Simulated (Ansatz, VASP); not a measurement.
## Two plane-wave programs on CdSn2

```xyz
3
Lattice="0.0000 3.5144 3.5144 3.5144 0.0000 3.5144 3.5144 3.5144 0.0000" Properties=species:S:1:pos:R:3 pbc="T T T"
Cd    0.0000    0.0000    0.0000
Sn    1.7572    1.7572    1.7572
Sn    5.2716    5.2716    5.2716
```

Alike in both runs: functional PBE; k mesh 4 × 4 × 4; occupations gaussian, width 0.1 eV; no spin polarisation.

Ansatz relaxed the structure, and its values are those at the end. VASP's run is a single point on that final structure, the one shown.

|  | VASP | Ansatz |
| --- | --- | --- |
| version | VASP 6.6.1 | Ansatz 0.2.0 |
| potentials or method | VASP PAW PBE potentials, release 64 (Cd, Sn_d), cutoff 520 eV | scalar-relativistic, plane waves, PAW |
| valence electrons in the cell | 40 | 48 |

Ansatz gave:

* gap on the k mesh at the Fermi level (eV): none
* pressure (GPa): 0.3

Q: Which values does VASP return?

A: gap on the k mesh at the Fermi level (eV): none; pressure (GPa): 0.4.

A gap of «none» marks a metal or a gap that the smearing closes. The functional is the same, so the differences come from potentials, cutoffs and numerics. VASP's potentials hold 40 valence electrons a cell and Ansatz's 48, so a difference there can come from the potentials and not from the codes.

The k mesh is coarse, so the values compare programs but aren't converged.
